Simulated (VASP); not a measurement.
# Ge3P4 in VASP: notebook, part 2 of 3

VASP 6.6.1. Earlier steps stand in the parts before.

**3. Single point, PBE**

This run uses another cell than the first one, of 18.37 Å³/atom.

The input, INCAR:

```
PREC     = Accurate       # precision mode
ENCUT    = 520            # plane-wave cutoff, eV
EDIFF    = 1E-6           # SCF threshold, eV
ISMEAR   = 0              # smearing method
SIGMA    = 0.1            # smearing width, eV
LREAL    = F              # projectors in reciprocal space
LASPH    = T              # aspherical terms in the spheres
NELM     = 60             # most SCF steps
ALGO     = Normal         # electronic algorithm
ISIF     = 2              # what is computed and relaxed
LWAVE    = F              # write WAVECAR
LCHARG   = F              # write CHGCAR
GGA      = PE             # functional
NBANDS   = 40             # bands
```

The input, KPOINTS:

```
regular mesh
0
Gamma
  4 4 4
```

The input, POSCAR:

```
Ge3P4
1.0
    5.0464095374      0.0000000000      0.0000000000
    0.0000000000      5.0464095374      0.0000000000
    0.0000000000      0.0000000000      5.0484533801
Ge P
3 4
Direct
    0.0000000000      0.5000000000      0.0000000000
    0.5000000000      0.0000000000      0.0000000000
    0.0000000000      0.0000000000      0.5000000000
    0.0000000000      0.5000000000      0.5000000000
    0.5000000000      0.0000000000      0.5000000000
    0.5000000000      0.5000000000      0.0000000000
    0.5000000000      0.5000000000      0.5000000000
```

Potentials or basis: VASP PAW PBE potentials, release 64 (Ge_d, P).

Started as:

```sh
> cat potpaw_PBE.64/Ge_d/POTCAR potpaw_PBE.64/P/POTCAR > POTCAR
> mpirun -np 1 vasp_std > vasp.out
```

OUTCAR:

```text
PREC = Accurate
   ENCUT = 520
   EDIFF = 1E-6
   ISMEAR = 0
   LREAL = F
   LASPH = T
   NELM = 60
   ISIF = 2
   GGA = PE

 ion  position               nearest neighbor table
   1  0.000  0.500  0.000-   6 2.52   6 2.52   4 2.52   4 2.52
   2  0.500  0.000  0.000-   6 2.52   6 2.52   5 2.52   5 2.52
   3  0.000  0.000  0.500-   4 2.52   5 2.52   4 2.52   5 2.52
   4  0.000  0.500  0.500-   3 2.52   7 2.52   3 2.52   7 2.52   1 2.52   1 2.52
   5  0.500  0.000  0.500-   3 2.52   7 2.52   7 2.52   3 2.52   2 2.52   2 2.52
   6  0.500  0.500  0.000-   1 2.52   2 2.52   2 2.52   1 2.52   7 2.52   7 2.52
   7  0.500  0.500  0.500-   4 2.52   5 2.52   5 2.52   4 2.52   6 2.52   6 2.52

  LATTYP: Found a simple tetragonal cell.
 ALAT       =     5.0464095374
 C/A-ratio  =     1.0004050093

  Lattice vectors:

 A1 = (   5.0464095374,   0.0000000000,   0.0000000000)
 A2 = (   0.0000000000,   5.0464095374,   0.0000000000)
 A3 = (   0.0000000000,   0.0000000000,   5.0484533801)

Analysis of symmetry for initial positions (statically):
=====================================================================
 Subroutine PRICEL returns:
 Original cell was already a primitive cell.

 Routine SETGRP: Setting up the symmetry group for a
 simple tetragonal supercell.

 Subroutine GETGRP returns: Found 16 space group operations
 (whereof 16 operations were pure point group operations)
 out of a pool of 16 trial point group operations.

The static configuration has the point symmetry D_4h.

Analysis of symmetry for dynamics (positions and initial velocities):
=====================================================================
 Subroutine PRICEL returns:
 Original cell was already a primitive cell.

 Routine SETGRP: Setting up the symmetry group for a
 simple tetragonal supercell.

 Subroutine GETGRP returns: Found 16 space group operations
 (whereof 16 operations were pure point group operations)
 out of a pool of 16 trial point group operations.

The dynamic configuration has the point symmetry D_4h.

 Subroutine INISYM returns: Found 16 space group operations
 (whereof 16 operations are pure point group operations),
 and found     1 'primitive' translations

----------------------------------------------------------------------------------------

                                     Primitive cell

  volume of cell :     128.5652

  direct lattice vectors                    reciprocal lattice vectors
     5.046409537  0.000000000  0.000000000     0.198160691  0.000000000  0.000000000
     0.000000000  5.046409537  0.000000000     0.000000000  0.198160691  0.000000000
     0.000000000  0.000000000  5.048453380     0.000000000  0.000000000  0.198080466

  length of vectors
     5.046409537  5.046409537  5.048453380     0.198160691  0.198160691  0.198080466

  position of ions in fractional coordinates (direct lattice)
     0.000000000  0.500000000  0.000000000
     0.500000000  0.000000000  0.000000000
     0.000000000  0.000000000  0.500000000
     0.000000000  0.500000000  0.500000000
     0.500000000  0.000000000  0.500000000
     0.500000000  0.500000000  0.000000000
     0.500000000  0.500000000  0.500000000

  ion indices of the primitive-cell ions
   primitive index   ion index
                 1           1
                 2           2
                 3           3
[... 27 lines left out ...]
 ===========================================

 Found     18 irreducible k-points:

 Following reciprocal coordinates:
            Coordinates               Weight
  0.000000  0.000000  0.000000      1.000000
  0.250000  0.000000  0.000000      4.000000
  0.500000  0.000000  0.000000      2.000000
  0.250000  0.250000  0.000000      4.000000
  0.500000  0.250000  0.000000      4.000000
  0.500000  0.500000  0.000000      1.000000
[... 10 lines left out ...]
  0.500000  0.250000  0.500000      4.000000
  0.500000  0.500000  0.500000      1.000000
   k-points           NKPTS =     18   k-points in BZ     NKDIM =     18   number of bands    NBANDS=     40
   number of dos      NEDOS =    301   number of ions     NIONS =      7
   total plane-waves  NPLWV =  64000
   dimension x,y,z NGX =    40 NGY =   40 NGZ =   40
   dimension x,y,z NGXF=    80 NGYF=   80 NGZF=   80
   ions per type =               3   4
   NGX,Y,Z   is equivalent  to a cutoff of  13.18, 13.18, 13.17 a.u.
   NGXF,Y,Z  is equivalent  to a cutoff of  26.35, 26.35, 26.34 a.u.
 SYSTEM =  unknown system
   PREC   = accura    normal or accurate (medium, high low for compatibility)
   ISTART =      0    job   : 0-new  1-cont  2-samecut
   ICHARG =      2    charge: 1-file 2-atom 10-const
   ISPIN  =      1    spin polarized calculation?
   LNONCOLLINEAR =      F non collinear calculations
   LSORBIT =      F    spin-orbit coupling
   LASPH  =      T    aspherical Exc in radial PAW
   ENCUT  =  520.0 eV  38.22 Ry    6.18 a.u.   9.38  9.38  9.39*2*pi/ulx,y,z
   NELM   =     60;   NELMIN=  2; NELMDL= -5     # of ELM steps
   EDIFF  = 0.1E-05   stopping-criterion for ELM
   LREAL  =      F    real-space projection
[... 7 lines left out ...]
   TEBEG  =    0.0;   TEEND  =   0.0 temperature during run
   PSTRESS=    0.0 pullay stress
   NELECT =      62.0000    total number of electrons
   NUPDOWN=      -1.0000    fix difference up-down
   EMIN   =  10.00;   EMAX   =-10.00  energy-range for DOS
   EFERMI =   0.00;   METHOD = LEGACY
   ISMEAR =     0;   SIGMA  =   0.10  broadening in eV -4-tet -1-fermi 0-gaus
   EFERMI_NEDOS =   21; number of points for ismear=-14 and -15
   IALGO  =     38    algorithm
   IMIX   =      4    mixing-type and parameters
     AMIX     =   0.40;   BMIX     =  1.00
     AMIX_MAG =   1.60;   BMIX_MAG =  1.00
  volume/ion in A,a.u.               =      18.37       123.94
  Fermi-wavevector in a.u.,A,eV,Ry     =   1.283801  2.426032 22.424365  1.648144
  Thomas-Fermi vector in A             =   2.416032
   LORBIT       =      0    0 simple, 1 ext, 2 COOP (PROOUT), +10 PAW based schemes
   GGA     = PE    functional components
   LHFCALC =     F    Hartree Fock is set to
   AEXX    =    0.0000 exact exchange contribution
   IVDW    =     0    specifies the selected vdW correction
   LEPSILON=     F    determine dielectric tensor
   LRPA    =     F    only Hartree local field effects (RPA)
 non-spin polarized calculation
 Gauss-broadening in eV      SIGMA  =   0.10
  energy-cutoff  :      520.00
  volume of cell :      128.57
 maximum number of plane-waves:      3477
 NGX is ok and might be reduce to    40
   NGX = 19   NGY = 19   NGZ = 19

 number of electron      61.9999964 magnetization

 Free energy of the ion-electron system (eV)
  ---------------------------------------------------
  ext. energy  EPLUGINS =         0.00000000
  ---------------------------------------------------
  free energy    TOTEN  =       -33.40358336 eV

  energy without entropy =      -33.38654737  energy(sigma->0) =      -33.39506536

 E-fermi :   6.6773     XC(G=0): -10.6350

 val. band max:        6.6501404266   @ k =   0.5000   0.5000   0.0000
 cond. band min:       6.6776767995   @ k =   0.5000   0.0000   0.2500
 fundamental gap:      0.0275363729
 Fermi energy:         6.6773165016

 k-point     1 :       0.0000    0.0000    0.0000
  band No.  band energies     occupation
      1     -18.0336      2.00000
      2     -18.0174      2.00000
      3     -18.0162      2.00000
      4     -18.0066      2.00000
      5     -18.0057      2.00000
      6     -18.0057      2.00000
[... 763 lines left out ...]
     39       9.4563      0.00000
     40       9.4593      0.00000

------------------------ aborting loop because EDIFF is reached ----------------------------------------

  FORCE on cell =-STRESS in cart. coord.  units (eV):
  Direction    XX          YY          ZZ          XY          YZ          ZX
  --------------------------------------------------------------------------------------
  -------------------------------------------------------------------------------------
  Total       -0.0349082     -0.0349082     -0.1013632      0.0000000     -0.0000000      0.0000000
  in kB       -0.4350258     -0.4350258     -1.2631869      0.0000000     -0.0000000      0.0000000
  external PRESSURE =      -0.7110795 kB  Pullay stress =       0.0000000 kB

 VOLUME and BASIS-vectors are now :
 -----------------------------------------------------------------------------
  energy-cutoff  :      520.00
  volume of cell :      128.57
      direct lattice vectors                 reciprocal lattice vectors
     5.046409537  0.000000000  0.000000000     0.198160691  0.000000000  0.000000000
     0.000000000  5.046409537  0.000000000     0.000000000  0.198160691  0.000000000
     0.000000000  0.000000000  5.048453380     0.000000000  0.000000000  0.198080466

 POSITION                                       TOTAL-FORCE (eV/Angst)
 -----------------------------------------------------------------------------------
      0.00000      2.52320      0.00000         0.000000      0.000000      0.000000
      2.52320      0.00000      0.00000         0.000000      0.000000      0.000000
      0.00000      0.00000      2.52423         0.000000      0.000000      0.000000
      0.00000      2.52320      2.52423         0.000000      0.000000      0.000000
      2.52320      0.00000      2.52423         0.000000      0.000000      0.000000
      2.52320      2.52320      0.00000         0.000000      0.000000      0.000000
      2.52320      2.52320      2.52423         0.000000      0.000000      0.000000
 -----------------------------------------------------------------------------------
    total drift:                               -0.000000      0.000000     -0.000000

  FREE ENERGIE OF THE ION-ELECTRON SYSTEM (eV)
  ---------------------------------------------------
  free  energy   TOTEN  =       -33.4035833581 eV

  energy  without entropy=      -33.3865473682  energy(sigma->0) =      -33.39506536
```

It took 66 s on 1 thread of Intel Xeon 6975P-C (Granite Rapids), shared host; peak memory 0.26 GiB.

Results:

| Property | Result |
| --- | --- |
| Free energy | -33.4036 eV |
| Pressure | -0.1 GPa |
| Band gap on the k mesh | zero (bands 31 and 32 overlap by 0.85 eV) |

**4. Single point, PBE**

This run uses another cell than the first one, of 18.63 Å³/atom.

The input, INCAR:

```
SYSTEM = Ge3P4
  PREC = Accurate
  ENCUT = 520
  EDIFF = 1E-6
  ISMEAR = 0
  SIGMA = 0.1
  LREAL = .FALSE.
  LASPH = .TRUE.
  NELM = 60
  ALGO = Normal
  ISIF = 2
  LWAVE = .FALSE.
  LCHARG = .FALSE.
  GGA = PE
  NBANDS = 40
```

The input, KPOINTS:

```
regular mesh
0
G
  8 8 8
  0 0 0
```

POSCAR: that of step 3 with these lines changed.

```diff
@@ -2,5 +2,5 @@
 1.0
-    5.0464095374      0.0000000000      0.0000000000
-    0.0000000000      5.0464095374      0.0000000000
-    0.0000000000      0.0000000000      5.0484533801
+    5.0709229169      0.0000000000      0.0000000000
+    0.0000000000      5.0709229169      0.0000000000
+    0.0000000000      0.0000000000      5.0709229169
 Ge P
```

Started as:

```sh
> cat potpaw_PBE.64/Ge_d/POTCAR potpaw_PBE.64/P/POTCAR > POTCAR
> mpirun -np 1 vasp_std > vasp.out
```

Wall time 2.1 min (1 thread of Intel Xeon 6975P-C (Granite Rapids), shared host); peak memory 0.31 GiB.

The run converged. Its results:

| Quantity | Value |
| --- | --- |
| Free energy | -33.0294 eV |
| Pressure | -0.1 GPa |
| Band gap on the k mesh | zero (bands 31 and 32 overlap by 1.05 eV) |

Levels at points of the mesh, in eV from the Fermi level:
```tsv
k point	band 29	band 30	band 31	band 32	band 33	band 34
(0.00, 0.00, 0.00)	-3.09	-3.09	-3.09	2.04	2.04	2.04
(0.50, 0.00, 0.00)	-1.89	-1.46	0.69	0.69	0.85	1.35
(0.50, 0.50, 0.00)	-1.33	-1.04	-0.73	-0.36	1.30	1.30
(0.50, 0.50, 0.50)	-0.74	-0.74	-0.74	0.98	0.98	0.98
```

**5. Single point, PBE**

This run uses another cell than the first one, of 18.63 Å³/atom.

The input, INCAR:

```
  PREC = Accurate
  ENCUT = 520
  EDIFF = 1E-6
  ISMEAR = 0
  SIGMA = 0.1
  LREAL = F
  LASPH = T
  NELM = 100
  ALGO = Normal
  ISIF = 2
  LWAVE = F
  LCHARG = T
  GGA = PE
  LELF = T
  LVHAR = T
  NBANDS = 40
```

The input, KPOINTS:

```
Automatic mesh
0
Gamma
  8 8 8
```

POSCAR is that of step 4.

Potentials or basis: VASP PAW PBE potentials, release 64 (Ge_d, P).

Started as:

```sh
> cat potpaw_PBE.64/Ge_d/POTCAR potpaw_PBE.64/P/POTCAR > POTCAR
> mpirun -np 1 vasp_std > vasp.out
```

OUTCAR:

```text
PREC = Accurate
   ENCUT = 520
   EDIFF = 1E-6
   ISMEAR = 0
   LREAL = F
   LASPH = T
   NELM = 100
   ISIF = 2
   GGA = PE

 ion  position               nearest neighbor table
   1  0.000  0.500  0.000-   4 2.54   6 2.54   4 2.54   6 2.54
   2  0.500  0.000  0.000-   5 2.54   6 2.54   5 2.54   6 2.54
   3  0.000  0.000  0.500-   4 2.54   5 2.54   4 2.54   5 2.54
   4  0.000  0.500  0.500-   1 2.54   3 2.54   7 2.54   1 2.54   3 2.54   7 2.54
   5  0.500  0.000  0.500-   2 2.54   3 2.54   7 2.54   2 2.54   7 2.54   3 2.54
   6  0.500  0.500  0.000-   1 2.54   2 2.54   7 2.54   7 2.54   2 2.54   1 2.54
   7  0.500  0.500  0.500-   4 2.54   5 2.54   6 2.54   6 2.54   5 2.54   4 2.54
[... 1242 lines left out ...]
  Total       -0.0826924     -0.0826924     -0.0826924     -0.0000000     -0.0000000     -0.0000000
  in kB       -1.0160504     -1.0160504     -1.0160504     -0.0000000     -0.0000000     -0.0000000
  external PRESSURE =      -1.0160504 kB  Pullay stress =       0.0000000 kB

 VOLUME and BASIS-vectors are now :
 -----------------------------------------------------------------------------
  energy-cutoff  :      520.00
  volume of cell :      130.40
      direct lattice vectors                 reciprocal lattice vectors
     5.070922917  0.000000000  0.000000000     0.197202761  0.000000000  0.000000000
     0.000000000  5.070922917  0.000000000     0.000000000  0.197202761  0.000000000
     0.000000000  0.000000000  5.070922917     0.000000000  0.000000000  0.197202761

 POSITION                                       TOTAL-FORCE (eV/Angst)
 -----------------------------------------------------------------------------------
      0.00000      2.53546      0.00000         0.000000      0.000000      0.000000
      2.53546      0.00000      0.00000         0.000000      0.000000      0.000000
      0.00000      0.00000      2.53546         0.000000      0.000000      0.000000
      0.00000      2.53546      2.53546         0.000000      0.000000      0.000000
      2.53546      0.00000      2.53546         0.000000      0.000000      0.000000
      2.53546      2.53546      0.00000         0.000000      0.000000      0.000000
      2.53546      2.53546      2.53546         0.000000      0.000000      0.000000
 -----------------------------------------------------------------------------------
    total drift:                               -0.000000      0.000000     -0.000000

  FREE ENERGIE OF THE ION-ELECTRON SYSTEM (eV)
  ---------------------------------------------------
  free  energy   TOTEN  =       -33.0294490866 eV

  energy  without entropy=      -33.0122708102  energy(sigma->0) =      -33.02085995
```

OSZICAR:

```text
N       E                     dE             d eps       ncg     rms          rms(c)
DAV:   1     0.624801072681E+03    0.62480E+03   -0.28310E+04  3552   0.336E+03
DAV:   2     0.846979130174E+02   -0.54010E+03   -0.51409E+03  2800   0.928E+02
DAV:   3    -0.256654611242E+02   -0.11036E+03   -0.10611E+03  3296   0.204E+02
DAV:   4    -0.331125212181E+02   -0.74471E+01   -0.73049E+01  3424   0.591E+01
DAV:   5    -0.333249019586E+02   -0.21238E+00   -0.21217E+00  3352   0.106E+01    0.876E+00
DAV:   6    -0.330387730038E+02    0.28613E+00   -0.69224E-01  3640   0.441E+00    0.507E+00
DAV:   7    -0.330306308538E+02    0.81421E-02   -0.18992E-01  3432   0.201E+00    0.143E+00
DAV:   8    -0.330292067480E+02    0.14241E-02   -0.30160E-02  3504   0.118E+00    0.241E-01
DAV:   9    -0.330293955108E+02   -0.18876E-03   -0.31600E-03  3392   0.352E-01    0.133E-01
DAV:  10    -0.330294418947E+02   -0.46384E-04   -0.41071E-04  4080   0.121E-01    0.566E-02
DAV:  11    -0.330294489242E+02   -0.70295E-05   -0.52712E-05  3616   0.512E-02    0.900E-03
DAV:  12    -0.330294491914E+02   -0.26720E-06   -0.15641E-05  3488   0.242E-02    0.110E-02
DAV:  13    -0.330294490866E+02    0.10478E-06   -0.58682E-07  2104   0.453E-03
   1 F= -.33029449E+02 E0= -.33020860E+02  d E =-.171783E-01
```

stdout:

```text
POSCAR found type information on POSCAR GeP
 POSCAR found :  2 types and       7 ions
 scaLAPACK will be used
 LDA part: xc-table for (Slater+PW92), standard interpolation
 POSCAR, INCAR and KPOINTS ok, starting setup
 FFT: planning ... GRIDC
 FFT: planning ... GRID_SOFT
 FFT: planning ... GRID
 WAVECAR not read
 entering main loop
```

Run time: 1.8 min. Hardware: 1 thread of Intel Xeon 6975P-C (Granite Rapids), shared host; peak memory 0.31 GiB.

What came out:

| Item | Value |
| --- | --- |
| Free energy | -33.0294 eV |
| Pressure | -0.1 GPa |
| Band gap on the k mesh | zero (bands 31 and 32 overlap by 1.05 eV) |

[end of part 2 of 3]

The gap in the log of VASP goes by the Fermi energy; the results here count the filled bands.